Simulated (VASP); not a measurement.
# NaI (Pm-3m) in VASP: settings compared

NaI is run at these levels: PBE, r2SCAN; tasks: single point.

Program: VASP 6.6.1. These are calculated values, not measurements. Logs are shortened: lines on timing, memory, paths and dates and some standing lists are left out, and cuts for length are marked.

**1. The cell of the first run**

Symmetry: Pm-3m, No. 221, cubic system. The conventional cell has a = 4.103 Å, b = 4.103 Å, c = 4.103 Å, α = 90.00°, β = 90.00°, γ = 90.00°. Na (site symmetry m-3m) has 8 I at 3.55 Å and 6 Na at 4.10 Å within 4.7 Å. I (site symmetry m-3m) has 8 Na at 3.55 Å and 6 I at 4.10 Å within 4.7 Å.

**2. Single point, PBE (volume changed by +3%)**

INCAR

```
ALGO     = Normal         # electronic algorithm
EDIFF    = 1E-7           # SCF threshold, eV
ENCUT    = 520            # plane-wave cutoff, eV
GGA      = PE             # functional
ISIF     = 2              # what is computed and relaxed
ISMEAR   = 0              # smearing method
LASPH    = T              # aspherical terms in the spheres
LCHARG   = T              # write CHGCAR
LELF     = T              # ELF
LREAL    = F              # projectors in reciprocal space
LVHAR    = T            
LWAVE    = F              # write WAVECAR
NBANDS   = 14             # bands
NELM     = 100            # most SCF steps
PREC     = Accurate       # precision mode
SIGMA    = 0.01           # smearing width, eV
```

KPOINTS

```
k-points
0
Gamma
  6 6 6
```

POSCAR

```
NaI
1.0
    4.1026496179      0.0000000000      0.0000000000
    0.0000000000      4.1026496179      0.0000000000
    0.0000000000      0.0000000000      4.1026496179
Na I
1 1
Direct
    0.0000000000      0.0000000000      0.0000000000
    0.5000000000      0.5000000000      0.5000000000
```

Potentials or basis: VASP PAW PBE potentials, release 64 (Na_pv, I).

Started as:

```sh
cat potpaw_PBE.64/Na_pv/POTCAR potpaw_PBE.64/I/POTCAR > POTCAR
mpirun -np 1 vasp_std > vasp.out
```

OUTCAR:

```text
EDIFF = 1E-7
   ENCUT = 520
   GGA = PE
   ISIF = 2
   ISMEAR = 0
   LASPH = T
   LREAL = F
   NELM = 100
   PREC = Accurate

 ion  position               nearest neighbor table
   1  0.000  0.000  0.000-
   2  0.500  0.500  0.500-

  LATTYP: Found a simple cubic cell.
 ALAT       =     4.1026496179

  Lattice vectors:

 A1 = (   4.1026496179,   0.0000000000,   0.0000000000)
 A2 = (   0.0000000000,   4.1026496179,   0.0000000000)
 A3 = (   0.0000000000,   0.0000000000,   4.1026496179)

Analysis of symmetry for initial positions (statically):
=====================================================================
 Subroutine PRICEL returns:
 Original cell was already a primitive cell.

 Routine SETGRP: Setting up the symmetry group for a
 simple cubic supercell.

 Subroutine GETGRP returns: Found 48 space group operations
 (whereof 48 operations were pure point group operations)
 out of a pool of 48 trial point group operations.

The static configuration has the point symmetry O_h .

Analysis of symmetry for dynamics (positions and initial velocities):
=====================================================================
 Subroutine PRICEL returns:
 Original cell was already a primitive cell.

 Routine SETGRP: Setting up the symmetry group for a
 simple cubic supercell.

 Subroutine GETGRP returns: Found 48 space group operations
 (whereof 48 operations were pure point group operations)
 out of a pool of 48 trial point group operations.

The dynamic configuration has the point symmetry O_h .

 Subroutine INISYM returns: Found 48 space group operations
 (whereof 48 operations are pure point group operations),
 and found     1 'primitive' translations

----------------------------------------------------------------------------------------

                                     Primitive cell

  volume of cell :      69.0547

  direct lattice vectors                    reciprocal lattice vectors
     4.102649618  0.000000000  0.000000000     0.243744919  0.000000000  0.000000000
     0.000000000  4.102649618  0.000000000     0.000000000  0.243744919  0.000000000
     0.000000000  0.000000000  4.102649618     0.000000000  0.000000000  0.243744919

  length of vectors
     4.102649618  4.102649618  4.102649618     0.243744919  0.243744919  0.243744919

  position of ions in fractional coordinates (direct lattice)
     0.000000000  0.000000000  0.000000000
     0.500000000  0.500000000  0.500000000

  ion indices of the primitive-cell ions
   primitive index   ion index
                 1           1
                 2           2

----------------------------------------------------------------------------------------

 KPOINTS: k-points

Automatic generation of k-mesh.
 Grid dimensions read from file:
 generate k-points for:    6    6    6

 Generating k-lattice:

  Cartesian coordinates                     Fractional coordinates (reciprocal lattice)
     0.040624153  0.000000000  0.000000000     0.166666667  0.000000000  0.000000000
     0.000000000  0.040624153  0.000000000     0.000000000  0.166666667  0.000000000
     0.000000000  0.000000000  0.040624153     0.000000000  0.000000000  0.166666667

  Length of vectors
     0.040624153  0.040624153  0.040624153

  Shift w.r.t. Gamma in fractional coordinates (k-lattice)
     0.000000000  0.000000000  0.000000000

 Subroutine IBZKPT returns following result:
 ===========================================

 Found     20 irreducible k-points:

 Following reciprocal coordinates:
            Coordinates               Weight
  0.000000  0.000000  0.000000      1.000000
  0.166667  0.000000  0.000000      6.000000
  0.333333  0.000000  0.000000      6.000000
  0.500000  0.000000  0.000000      3.000000
  0.166667  0.166667  0.000000     12.000000
  0.333333  0.166667  0.000000     24.000000
[... 12 lines left out ...]
  0.500000  0.500000  0.333333      6.000000
  0.500000  0.500000  0.500000      1.000000
   k-points           NKPTS =     20   k-points in BZ     NKDIM =     20   number of bands    NBANDS=     14
[... 50 lines left out ...]
      8       5.4823      0.00000
      9       8.1066      0.00000
     10       8.3251      0.00000
     11       9.9322      0.00000
     12       9.9322      0.00000
     13      11.4134      0.00000
     14      12.3682      0.00000

 k-point     4 :       0.5000    0.0000    0.0000
  band No.  band energies     occupation
      1     -22.1416      2.00000
      2     -22.1343      2.00000
      3     -22.1343      2.00000
      4      -9.7745      2.00000
      5      -1.4536      2.00000
      6       1.2893      2.00000
      7       1.2893      2.00000
      8       6.1672      0.00000
      9       7.6690      0.00000
     10       8.6938      0.00000
     11       9.4519      0.00000
     12       9.4519      0.00000
     13      10.3574      0.00000
     14      14.3666      0.00000

 k-point     5 :       0.1667    0.1667    0.0000
  band No.  band energies     occupation
      1     -22.1365      2.00000
      2     -22.1364      2.00000
      3     -22.1346      2.00000
      4      -9.9299      2.00000
      5       0.0967      2.00000
      6       0.3933      2.00000
      7       1.1289      2.00000
      8       5.1210      0.00000
      9       7.8144      0.00000
     10       8.3787      0.00000
     11       9.8806      0.00000
[... 208 lines left out ...]
 k-point    18 :       0.5000    0.3333    0.3333
  band No.  band energies     occupation
      1     -22.1402      2.00000
      2     -22.1386      2.00000
      3     -22.1385      2.00000
      4      -9.4116      2.00000
      5      -0.6326      2.00000
      6      -0.1364      2.00000
      7      -0.0290      2.00000
      8       5.5883      0.00000
      9       6.2881      0.00000
     10       6.9141      0.00000
     11       9.8308      0.00000
     12      11.9407      0.00000
     13      12.5647      0.00000
     14      13.8292      0.00000

 k-point    19 :       0.5000    0.5000    0.3333
  band No.  band energies     occupation
      1     -22.1400      2.00000
      2     -22.1400      2.00000
      3     -22.1383      2.00000
      4      -9.3474      2.00000
      5      -0.4851      2.00000
      6      -0.4851      2.00000
      7       0.0398      2.00000
      8       5.3104      0.00000
      9       6.4056      0.00000
     10       6.4056      0.00000
     11       8.9820      0.00000
     12      12.4782      0.00000
     13      14.2420      0.00000
     14      14.2420      0.00000

 k-point    20 :       0.5000    0.5000    0.5000
  band No.  band energies     occupation
      1     -22.1398      2.00000
      2     -22.1398      2.00000
      3     -22.1398      2.00000
      4      -9.2840      2.00000
      5      -0.3558      2.00000
      6      -0.3558      2.00000
      7      -0.3558      2.00000
      8       5.8453      0.00000
      9       5.8453      0.00000
     10       5.8453      0.00000
     11       8.0041      0.00000
     12      14.7887      0.00000
     13      14.7887      0.00000
     14      14.7887      0.00000

------------------------ aborting loop because EDIFF is reached ----------------------------------------

  FORCE on cell =-STRESS in cart. coord.  units (eV):
  Direction    XX          YY          ZZ          XY          YZ          ZX
  --------------------------------------------------------------------------------------
  -------------------------------------------------------------------------------------
  Total       -0.1885478     -0.1885478     -0.1885478      0.0000000     -0.0000000      0.0000000
  in kB       -4.3746048     -4.3746048     -4.3746048      0.0000000     -0.0000000      0.0000000
  external PRESSURE =      -4.3746048 kB  Pullay stress =       0.0000000 kB

 VOLUME and BASIS-vectors are now :
 -----------------------------------------------------------------------------
  energy-cutoff  :      520.00
  volume of cell :       69.05
      direct lattice vectors                 reciprocal lattice vectors
     4.102649618  0.000000000  0.000000000     0.243744919  0.000000000  0.000000000
     0.000000000  4.102649618  0.000000000     0.000000000  0.243744919  0.000000000
     0.000000000  0.000000000  4.102649618     0.000000000  0.000000000  0.243744919

 POSITION                                       TOTAL-FORCE (eV/Angst)
 -----------------------------------------------------------------------------------
      0.00000      0.00000      0.00000         0.000000      0.000000      0.000000
      2.05132      2.05132      2.05132         0.000000      0.000000      0.000000
 -----------------------------------------------------------------------------------
    total drift:                                0.000000     -0.000000     -0.000000

  FREE ENERGIE OF THE ION-ELECTRON SYSTEM (eV)
  ---------------------------------------------------
  free  energy   TOTEN  =        -5.0712611346 eV

  energy  without entropy=       -5.0712611346  energy(sigma->0) =       -5.07126113
```

Run time: 14 s. Hardware: 1 thread of Intel Xeon Platinum 8259CL at 2.50GHz (Skylake/Cascade Lake), shared host; peak memory 0.18 GiB.

What came out:

| Quantity | Value |
| --- | --- |
| Free energy | -5.0713 eV |
| Pressure | -0.4 GPa |
| Band gap on the k mesh | 2.23 eV, indirect (least direct gap 2.83 eV) |

Levels at points of the mesh, in eV from the valence-band top:
| k point | band 3 | band 4 | band 5 | band 6 | band 7 | band 8 | band 9 | band 10 | band 11 | band 12 |
| --- | --- | --- | --- | --- | --- | --- | --- | --- | --- | --- |
| (0.00, 0.00, 0.00) | -23.72 | -11.65 | -0.60 | -0.60 | -0.60 | 2.23 | 5.69 | 5.69 | 10.95 | 10.95 |
| (0.50, 0.00, 0.00) | -23.72 | -11.36 | -3.04 | -0.29 | -0.29 | 4.58 | 6.08 | 7.11 | 7.87 | 7.87 |
| (0.50, 0.50, 0.00) | -23.72 | -11.11 | -2.40 | -2.40 | 0.00 | 2.87 | 6.97 | 8.10 | 8.10 | 8.86 |
| (0.50, 0.50, 0.50) | -23.72 | -10.87 | -1.94 | -1.94 | -1.94 | 4.26 | 4.26 | 4.26 | 6.42 | 13.20 |

Caveat: the cell differs from its parent crystal (volume changed by +3%); spin-orbit coupling is left out, which moves the levels of the heavy elements.

**3. Single point, PBE (volume changed by +6%)**

INCAR

```
SYSTEM = NaI
  PREC = Accurate
  ENCUT = 520
  EDIFF = 1E-6
  ISMEAR = 0
  SIGMA = 0.01
  LREAL = .False.
  LASPH = .True.
  NELM = 80
  ALGO = Normal
  ISIF = 2
  LWAVE = .False.
  LCHARG = .False.
  GGA = PE
  NBANDS = 14
```

KPOINTS

```
Automatic mesh
0
Gamma
  6 6 6
  0 0 0
```

POSCAR

```
NaI
1.0
    4.1421005921      0.0000000000      0.0000000000
    0.0000000000      4.1421005921      0.0000000000
    0.0000000000      0.0000000000      4.1421005921
Na I
1 1
Direct
    0.0000000000      0.0000000000      0.0000000000
    0.5000000000      0.5000000000      0.5000000000
```

Potentials or basis: VASP PAW PBE potentials, release 64 (Na_pv, I).

Started as:

```sh
cat potpaw_PBE.64/Na_pv/POTCAR potpaw_PBE.64/I/POTCAR > POTCAR
mpirun -np 1 vasp_std > vasp.out
```

Wall time 10 s (1 thread of Intel Xeon Platinum 8259CL at 2.50GHz (Skylake/Cascade Lake), shared host); peak memory 0.18 GiB.

It converged, with:

* Free energy: -5.0634 eV
* Pressure: -0.8 GPa
* Band gap on the k mesh: 2.20 eV, indirect (least direct gap 2.76 eV)

Levels at points of the mesh, in eV from the valence-band top:
```
           k point  band 4  band 5  band 6  band 7  band 8  band 9  band 10  band 11
(0.00, 0.00, 0.00)  -11.55   -0.56   -0.56   -0.56    2.20    5.74     5.74    10.79
(0.50, 0.00, 0.00)  -11.28   -2.90   -0.28   -0.28    4.55    5.96     7.14     7.84
(0.50, 0.50, 0.00)  -11.05   -2.29   -2.29    0.00    2.91    6.94     7.99     7.99
(0.50, 0.50, 0.50)  -10.83   -1.85   -1.85   -1.85    4.31    4.31     4.31     6.33
```

Caveat: the cell differs from its parent crystal (volume changed by +6%); spin-orbit coupling is left out, which moves the levels of the heavy elements.

**4. Single point, r2SCAN (volume changed by -6%)**

POSCAR

```
NaI
1.0
    3.9580535143      0.0000000000      0.0000000000
    0.0000000000      3.9580535143      0.0000000000
    0.0000000000      0.0000000000      3.9580535143
Na I
1 1
Direct
    0.0000000000      0.0000000000      0.0000000000
    0.5000000000      0.5000000000      0.5000000000
```

INCAR.step1

```
PREC = Accurate
ENCUT = 520
ISMEAR = 0
SIGMA = 0.01
LREAL = False
LASPH = True
NELM = 60
NBANDS = 14
GGA = PE
ALGO = Normal
EDIFF = 1E-4
LWAVE = True
LCHARG = False
```

INCAR.step2

```
PREC = Accurate
ENCUT = 520
EDIFF = 1E-7
ISMEAR = 0
SIGMA = 0.01
LREAL = False
LASPH = True
NELM = 60
ALGO = Normal
ISIF = 2
LWAVE = False
LCHARG = True
METAGGA = R2SCAN
LMIXTAU = True
LELF = True
LVHAR = True
NBANDS = 14
ISTART = 1
```

KPOINTS

```
regular mesh
0
Gamma
  6 6 6
```

Started as:

```sh
cat potpaw_PBE.64/Na_pv/POTCAR potpaw_PBE.64/I/POTCAR > POTCAR
cp INCAR.step1 INCAR
mpirun -np 1 vasp_std > vasp.out
cp INCAR.step2 INCAR
mpirun -np 1 vasp_std > vasp.out
```

Run time: 58 s. Hardware: 1 thread of Intel Xeon Platinum 8259CL at 2.50GHz (Skylake/Cascade Lake), shared host; peak memory 0.17 GiB.

Results (log left out):

* Free energy: -30.7168 eV
* Pressure: 1.2 GPa
* Band gap on the k mesh: 3.19 eV, indirect (least direct gap 3.23 eV)

Levels at points of the mesh, in eV from the valence-band top:
```csv
k point,band 3,band 4,band 5,band 6,band 7,band 8,band 9,band 10,band 11,band 12
"(0.00, 0.00, 0.00)",-24.58,-12.45,-0.75,-0.75,-0.75,3.19,5.96,5.96,12.61,12.61
"(0.50, 0.00, 0.00)",-24.57,-12.04,-3.63,-0.38,-0.38,5.42,7.47,7.58,8.56,8.56
"(0.50, 0.50, 0.00)",-24.57,-11.68,-2.93,-2.93,0.00,3.23,7.74,9.26,9.26,9.43
"(0.50, 0.50, 0.50)",-24.58,-11.32,-2.40,-2.40,-2.40,4.54,4.54,4.54,7.74,15.23
```

Caveat: the cell differs from its parent crystal (volume changed by -6%); the PAW data sets were made with another functional, which shifts forces and pressure a little; spin-orbit coupling is left out, which moves the levels of the heavy elements. A k mesh can miss the band edges.

**5. Single point, r2SCAN (volume changed by -3%)**

POSCAR

```
NaI
1.0
    3.9997202974      0.0000000000      0.0000000000
    0.0000000000      3.9997202974      0.0000000000
    0.0000000000      0.0000000000      3.9997202974
Na I
1 1
Direct
    0.0000000000      0.0000000000      0.0000000000
    0.5000000000      0.5000000000      0.5000000000
```

INCAR.step1

```
ALGO = Normal
EDIFF = 1E-4
ENCUT = 520
GGA = PE
ISMEAR = 0
LASPH = T
LCHARG = F
LREAL = F
LWAVE = T
NBANDS = 14
NELM = 100
PREC = Accurate
SIGMA = 0.01
```

INCAR.step2

```
ALGO = Normal
EDIFF = 1E-6
ENCUT = 520
ISIF = 2
ISMEAR = 0
ISTART = 1
LASPH = T
LCHARG = T
LELF = T
LMIXTAU = T
LREAL = F
LVHAR = T
LWAVE = F
METAGGA = R2SCAN
NBANDS = 14
NELM = 100
PREC = Accurate
SIGMA = 0.01
```

KPOINTS

```
k-points
0
Gamma
  6 6 6
```

Started as:

```sh
cat potpaw_PBE.64/Na_pv/POTCAR potpaw_PBE.64/I/POTCAR > POTCAR
cp INCAR.step1 INCAR
mpirun -np 1 vasp_std > vasp.out
cp INCAR.step2 INCAR
mpirun -np 1 vasp_std > vasp.out
```

It took 47 s on 1 thread of Intel Xeon Platinum 8259CL at 2.50GHz (Skylake/Cascade Lake), shared host; peak memory 0.18 GiB.

Results (log left out):

```
Free energy            : -30.7269 eV
Pressure               : 0.5 GPa
Band gap on the k mesh : 3.13 eV, indirect (least direct gap 3.30 eV)
```

Levels at points of the mesh, in eV from the valence-band top:
| k point | band 4 | band 5 | band 6 | band 7 | band 8 | band 9 | band 10 | band 11 |
| --- | --- | --- | --- | --- | --- | --- | --- | --- |
| (0.00, 0.00, 0.00) | -12.31 | -0.71 | -0.71 | -0.71 | 3.13 | 6.04 | 6.04 | 12.41 |
| (0.50, 0.00, 0.00) | -11.93 | -3.46 | -0.36 | -0.36 | 5.37 | 7.32 | 7.63 | 8.54 |
| (0.50, 0.50, 0.00) | -11.60 | -2.78 | -2.78 | 0.00 | 3.30 | 7.71 | 9.15 | 9.15 |
| (0.50, 0.50, 0.50) | -11.27 | -2.27 | -2.27 | -2.27 | 4.60 | 4.60 | 4.60 | 7.65 |

Caveat: the cell differs from its parent crystal (volume changed by -3%); the PAW data sets were made with another functional, which shifts forces and pressure a little; spin-orbit coupling is left out, which moves the levels of the heavy elements.

**6. Single point, r2SCAN**

This run uses another cell than the first one, of 32.98 Å³/atom, 0.955 times its volume.

POSCAR

```
NaI
1.0
    4.0405365889      0.0000000000      0.0000000000
    0.0000000000      4.0405365889      0.0000000000
    0.0000000000      0.0000000000      4.0405365889
Na I
1 1
Direct
    0.0000000000      0.0000000000      0.0000000000
    0.5000000000      0.5000000000      0.5000000000
```

INCAR.step1

```
SYSTEM = NaI
PREC = Accurate
ENCUT = 520
ISMEAR = 0
SIGMA = 0.01
LREAL = .False.
LASPH = .True.
NELM = 100
NBANDS = 14
GGA = PE
ALGO = Normal
EDIFF = 1E-4
LWAVE = .True.
LCHARG = .False.
```

INCAR.step2

```
SYSTEM = NaI
PREC = Accurate
ENCUT = 520
EDIFF = 1E-6
ISMEAR = 0
SIGMA = 0.01
LREAL = .False.
LASPH = .True.
NELM = 100
ALGO = Normal
ISIF = 2
LWAVE = .False.
LCHARG = .True.
METAGGA = R2SCAN
LMIXTAU = .True.
LELF = .True.
LVHAR = .True.
NBANDS = 14
ISTART = 1
```

KPOINTS

```
Automatic mesh
0
Gamma
  6 6 6
  0 0 0
```

Potentials or basis: VASP PAW PBE potentials, release 64 (Na_pv, I).

Started as:

```sh
cat potpaw_PBE.64/Na_pv/POTCAR potpaw_PBE.64/I/POTCAR > POTCAR
cp INCAR.step1 INCAR
mpirun -np 1 vasp_std > vasp.out
cp INCAR.step2 INCAR
mpirun -np 1 vasp_std > vasp.out
```

It took 48 s on 1 thread of Intel Xeon Platinum 8259CL at 2.50GHz (Skylake/Cascade Lake), shared host; peak memory 0.18 GiB.

Results (log left out):

* Free energy: -30.7301 eV
* Pressure: 0.0 GPa
* Band gap on the k mesh: 3.07 eV, indirect (least direct gap 3.36 eV)

Levels at points of the mesh, in eV from the valence-band top:
```
           k point  band 3  band 4  band 5  band 6  band 7  band 8  band 9  band 10  band 11  band 12
(0.00, 0.00, 0.00)  -24.56  -12.18   -0.67   -0.67   -0.67    3.07    6.11     6.11    12.23    12.23
(0.50, 0.00, 0.00)  -24.56  -11.83   -3.30   -0.34   -0.34    5.33    7.17     7.67     8.52     8.52
(0.50, 0.50, 0.00)  -24.56  -11.53   -2.65   -2.65    0.00    3.36    7.69     9.03     9.03     9.41
(0.50, 0.50, 0.50)  -24.57  -11.23   -2.16   -2.16   -2.16    4.66    4.66     4.66     7.56    14.66
```

Caveat: the PAW data sets were made with another functional, which shifts forces and pressure a little; spin-orbit coupling is left out, which moves the levels of the heavy elements.

**7. Overview**

| level | cell | gap on the mesh (eV) | pressure (GPa) |
| --- | --- | --- | --- |
| PBE | a = 4.103 Å, 2 atoms | 2.23 | -0.4 |
| PBE | a = 4.142 Å, 2 atoms | 2.20 | -0.8 |
| r2SCAN | a = 3.958 Å, 2 atoms | 3.19 | 1.2 |
| r2SCAN | a = 4.000 Å, 2 atoms | 3.13 | 0.5 |
| r2SCAN | a = 4.041 Å, 2 atoms | 3.07 | 0.0 |

Alike in all rows: task single point; potentials or basis VASP PAW PBE potentials, release 64 (Na_pv, I); no spin polarisation; k mesh 6 × 6 × 6; cutoff (eV) 520; smearing gaussian 0.01 eV.

Caveats: spin-orbit coupling is left out, which moves the levels of the heavy elements; the PAW data sets were made with another functional, which shifts forces and pressure a little (some runs).

Total energies depend on the potentials used, so only differences within one code and one set of settings carry meaning.
